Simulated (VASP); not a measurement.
# Si16B (a cell with a defect) in VASP: notebook, part 2 of 2

VASP 6.6.1.

### Step 3. Single point, PBEsol, collinear spin, zero start

File INCAR:

```
PREC = Accurate
ENCUT = 520
EDIFF = 1E-6
ISMEAR = -1
SIGMA = 0.05
LREAL = Auto
LASPH = T
NELM = 150
ALGO = Normal
ISIF = 2
LWAVE = F
LCHARG = F
ISPIN = 2
MAGMOM = 0 0 0 0 0 0 0 0 0 0 0 0 0 0 0 0 0
LORBIT = 11
GGA = PS
NBANDS = 52
```

File KPOINTS:

```
regular mesh
0
Gamma
  2 2 2
```

File POSCAR:

```
Si16B
1.0
    0.0000000000      5.4300000000      5.4300000000
    5.4300000000      0.0000000000      5.4300000000
    5.4300000000      5.4300000000      0.0000000000
Si B
16 1
Direct
   -0.0051255064      0.0143960405     -0.0054196133
    0.1248261510      0.1267058932      0.1245248619
    0.0016273481      0.0005674954      0.4978186924
    0.1268514733      0.1237919890      0.6219722836
   -0.0041438306      0.4986132597     -0.0044375691
    0.1159607735      0.6337837937      0.1157241252
    0.0077529466      0.4982715470      0.4994851750
    0.1275232965      0.6271262431      0.6240523941
    0.4981194291      0.0005636280      0.0013192449
    0.6222574586      0.1237988950      0.1265537753
    0.5025202578     -0.0018081031      0.5022309392
    0.6276542357      0.1222059853      0.6273453959
    0.4997178637      0.4982924494      0.0074716390
    0.6243418969      0.6271223757      0.1272166667
    0.5005326888      0.4960457643      0.5002295580
    0.6216610497      0.6242864641      0.6213437385
    0.8205789134      0.3878028545      0.8203860958
```

Potentials or basis: VASP PAW PBE potentials, release 64 (Si, B).

Run with:

```console
$ cat potpaw_PBE.64/Si/POTCAR potpaw_PBE.64/B/POTCAR > POTCAR
$ mpirun -np 1 vasp_std > vasp.out
```

Run time: 18 min. Hardware: 1 thread of Intel Xeon 8259CL, shared host; peak memory 0.7 GiB.

The run converged. Its results:

```
Free energy                                           : -94.3583 eV
Pressure                                              : 1.3 GPa
Largest force                                         : 0.080 eV/Å
Net moment                                            : 0.00 μB per cell
Valence electrons inside the program's atomic spheres : Si 1.68, 1.70, 1.69, 1.67 (each value once); B 1.66
```

Forces in eV/Å, atoms in the order of the input:
```
Si   0.008 -0.005  0.008
Si  -0.001 -0.020 -0.002
Si  -0.009  0.008 -0.002
Si  -0.012 -0.006  0.002
Si   0.001  0.006  0.001
Si   0.011  0.003  0.010
Si  -0.014 -0.018 -0.003
Si  -0.007 -0.009  0.002
Si  -0.001  0.009 -0.009
Si   0.002 -0.006 -0.010
Si  -0.003  0.000 -0.002
Si  -0.003  0.013 -0.003
Si  -0.003 -0.018 -0.014
Si   0.001 -0.009 -0.006
Si  -0.015 -0.007 -0.014
Si   0.002  0.005  0.000
B    0.041  0.054  0.042
```

Stress tensor (GPa, compression positive):
```
1.05 0.27 0.72
0.27 1.91 0.27
0.72 0.27 1.04
```

Levels at points of the mesh, in eV from the Fermi level:
Spin up:
| k point | band 31 | band 32 | band 33 | band 34 | band 35 | band 36 |
| --- | --- | --- | --- | --- | --- | --- |
| (0.00, 0.00, 0.00) | -0.94 | -0.47 | -0.42 | -0.27 | 0.16 | 0.17 |
| (0.50, 0.00, 0.00) | -1.16 | -1.12 | -0.89 | -0.12 | 0.30 | 1.02 |
| (0.00, 0.50, 0.00) | -1.17 | -1.11 | -0.99 | 0.07 | 0.35 | 1.03 |
| (0.00, 0.00, 0.50) | -1.16 | -1.12 | -0.89 | -0.12 | 0.30 | 1.02 |
| (0.50, 0.50, 0.50) | -1.19 | -1.13 | -1.12 | 0.25 | 0.77 | 1.01 |
| (0.50, 0.50, 0.00) | -1.69 | -1.67 | -0.53 | 0.01 | 0.67 | 1.26 |
| (0.00, 0.50, 0.50) | -1.69 | -1.67 | -0.53 | 0.01 | 0.67 | 1.26 |
| (0.50, 0.00, 0.50) | -1.71 | -1.69 | -0.50 | 0.25 | 0.73 | 1.25 |
Spin down:
| k point | band 29 | band 30 | band 31 | band 32 | band 33 | band 34 | band 35 | band 36 | band 37 | band 38 |
| --- | --- | --- | --- | --- | --- | --- | --- | --- | --- | --- |
| (0.00, 0.00, 0.00) | -1.53 | -1.48 | -0.94 | -0.47 | -0.42 | -0.27 | 0.16 | 0.17 | 0.24 | 0.34 |
| (0.50, 0.00, 0.00) | -1.42 | -1.26 | -1.16 | -1.12 | -0.89 | -0.12 | 0.30 | 1.02 | 1.07 | 1.12 |
| (0.00, 0.50, 0.00) | -1.47 | -1.27 | -1.17 | -1.11 | -0.99 | 0.07 | 0.35 | 1.03 | 1.03 | 1.08 |
| (0.00, 0.00, 0.50) | -1.42 | -1.26 | -1.16 | -1.12 | -0.89 | -0.12 | 0.30 | 1.02 | 1.07 | 1.12 |
| (0.50, 0.50, 0.50) | -1.45 | -1.33 | -1.19 | -1.13 | -1.12 | 0.25 | 0.77 | 1.01 | 1.07 | 1.08 |
| (0.50, 0.50, 0.00) | -1.97 | -1.78 | -1.69 | -1.67 | -0.53 | 0.01 | 0.67 | 1.26 | 1.41 | 1.64 |
| (0.00, 0.50, 0.50) | -1.97 | -1.78 | -1.69 | -1.67 | -0.53 | 0.01 | 0.67 | 1.26 | 1.41 | 1.64 |
| (0.50, 0.00, 0.50) | -1.91 | -1.78 | -1.71 | -1.69 | -0.50 | 0.25 | 0.73 | 1.25 | 1.36 | 1.39 |

Caveat: the k points lie up to 0.50 Å⁻¹ apart; no moment was typed at the start, so none could form; the PAW data sets were made with another functional, which shifts forces and pressure a little.

### Step 4. Single point, PBEsol, collinear spin, zero start

File INCAR:

```
SYSTEM = Si16B
PREC = Accurate ; ENCUT = 520
EDIFF = 1E-6 ; ISMEAR = -1
SIGMA = 0.05 ; LREAL = Auto
LASPH = .True. ; NELM = 150
ALGO = Normal ; ISIF = 2
LWAVE = .False. ; LCHARG = .False.
ISPIN = 2 ; MAGMOM = 0 0 0 0 0 0 0 0 0 0 0 0 0 0 0 0 0
LORBIT = 11 ; GGA = PS
NBANDS = 52
```

File KPOINTS:

```
regular mesh
0
Gamma
  2 2 2
  0 0 0
```

File POSCAR:

```
Si16B
1.0
    0.0000000000      5.4300000000      5.4300000000
    5.4300000000      0.0000000000      5.4300000000
    5.4300000000      5.4300000000      0.0000000000
Si B
16 1
Direct
   -0.0040453959      0.0096511050     -0.0045932781
    0.1248498158      0.1236975138      0.1242936464
    0.0014239411      0.0000620626      0.4975780847
    0.1274572744      0.1211677716      0.6239219153
   -0.0049920810      0.4958922652     -0.0054718232
    0.1163406998      0.6345797422      0.1158994475
    0.0069789134      0.4941523941      0.4997172192
    0.1264468692      0.6274698895      0.6216094843
    0.4981332413      0.0001170350      0.0008481584
    0.6244638122      0.1212599448      0.1268569982
    0.5003488950      0.0033903315      0.4997558932
    0.6275438306      0.1227337017      0.6269672192
    0.5001572744      0.4942502762      0.0064648250
    0.6220807551      0.6275181400      0.1259676796
    0.5026100368      0.4969557090      0.5021326888
    0.6220307551      0.6328064457      0.6214747698
    0.8203830571      0.4805946593      0.8199686924
```

Run with:

```console
$ cat potpaw_PBE.64/Si/POTCAR potpaw_PBE.64/B/POTCAR > POTCAR
$ mpirun -np 1 vasp_std > vasp.out
```

Wall time 17 min (1 thread of Intel Xeon 8259CL, shared host); peak memory 0.71 GiB.

The run converged. Its results:

| Quantity | Value |
| --- | --- |
| Free energy | -94.3540 eV |
| Pressure | 1.3 GPa |
| Largest force | 0.078 eV/Å |
| Net moment | 0.00 μB per cell |
| Valence electrons inside the program's atomic spheres | Si 1.70, 1.69, 1.68, 1.67 (each value once); B 1.66 |

Forces in eV/Å, atoms in the order of the input:
```
Si  -0.002  0.007 -0.002
Si   0.000 -0.021  0.000
Si   0.003  0.007  0.008
Si   0.000 -0.010  0.005
Si  -0.007 -0.002 -0.008
Si  -0.011  0.005 -0.011
Si   0.005 -0.018  0.010
Si  -0.004 -0.008  0.012
Si   0.008  0.007  0.002
Si   0.005 -0.010  0.000
Si   0.014 -0.010  0.015
Si   0.002  0.009  0.002
Si   0.010 -0.018  0.005
Si   0.011 -0.007 -0.004
Si   0.003  0.001  0.004
Si   0.000  0.008 -0.002
B   -0.038  0.058 -0.036
```

Stress tensor (GPa, compression positive):
```
 1.01 -0.33  0.71
-0.33  1.80 -0.33
 0.71 -0.33  1.01
```

Levels at points of the mesh, in eV from the Fermi level:
Spin up:
```
           k point  band 29  band 30  band 31  band 32  band 33  band 34  band 35  band 36  band 37  band 38
(0.00, 0.00, 0.00)    -1.53    -1.47    -1.00    -0.46    -0.41    -0.29     0.17     0.19     0.25     0.34
(0.50, 0.00, 0.00)    -1.44    -1.26    -1.17    -1.11    -0.86    -0.08     0.25     1.02     1.06     1.12
(0.00, 0.50, 0.00)    -1.47    -1.31    -1.18    -1.13    -1.12     0.25     0.81     1.01     1.07     1.08
(0.00, 0.00, 0.50)    -1.44    -1.26    -1.17    -1.11    -0.86    -0.08     0.25     1.02     1.06     1.12
(0.50, 0.50, 0.50)    -1.48    -1.27    -1.17    -1.11    -0.93     0.06     0.30     1.02     1.04     1.08
(0.50, 0.50, 0.00)    -1.97    -1.77    -1.69    -1.67    -0.51     0.00     0.65     1.27     1.43     1.65
(0.00, 0.50, 0.50)    -1.97    -1.77    -1.69    -1.67    -0.51     0.00     0.65     1.27     1.43     1.65
(0.50, 0.00, 0.50)    -1.92    -1.77    -1.70    -1.69    -0.48     0.20     0.68     1.26     1.41     1.41
```
Spin down:
```csv
k point,band 29,band 30,band 31,band 32,band 33,band 34,band 35,band 36,band 37,band 38
"(0.00, 0.00, 0.00)",-1.53,-1.47,-1.00,-0.46,-0.41,-0.29,0.17,0.19,0.25,0.34
"(0.50, 0.00, 0.00)",-1.44,-1.26,-1.17,-1.11,-0.86,-0.08,0.25,1.02,1.06,1.12
"(0.00, 0.50, 0.00)",-1.47,-1.31,-1.18,-1.13,-1.12,0.25,0.81,1.01,1.07,1.08
"(0.00, 0.00, 0.50)",-1.44,-1.26,-1.17,-1.11,-0.86,-0.08,0.25,1.02,1.06,1.12
"(0.50, 0.50, 0.50)",-1.48,-1.27,-1.17,-1.11,-0.93,0.06,0.30,1.02,1.04,1.08
"(0.50, 0.50, 0.00)",-1.97,-1.77,-1.69,-1.67,-0.51,0.00,0.65,1.27,1.43,1.65
"(0.00, 0.50, 0.50)",-1.97,-1.77,-1.69,-1.67,-0.51,0.00,0.65,1.27,1.43,1.65
"(0.50, 0.00, 0.50)",-1.92,-1.77,-1.70,-1.69,-0.48,0.20,0.68,1.26,1.41,1.41
```

Caveat: the k points lie up to 0.50 Å⁻¹ apart; no moment was typed at the start, so none could form; the PAW data sets were made with another functional, which shifts forces and pressure a little.

### Step 5. Overview

```tsv
cell	gap on the mesh (eV)	pressure (GPa)	moment (μB)	largest force (eV/Å)
as given, atomic positions A	none	1.0	0.00	0.26
as given, atomic positions B	none	1.3	0.00	0.08
as given, atomic positions C	none	1.3	0.00	0.08
```

Alike in all rows: task single point; level PBEsol; potentials or basis VASP PAW PBE potentials, release 64 (Si, B); spin collinear, zero start; k mesh 2 × 2 × 2; cutoff (eV) 520; smearing fermi-dirac 0.05 eV.

Caveats: all runs use coarse meshes; no moment was typed at the start, so none could form; the PAW data sets were made with another functional, which shifts forces and pressure a little.

Absolute energies hang on the potentials; compare differences alone.
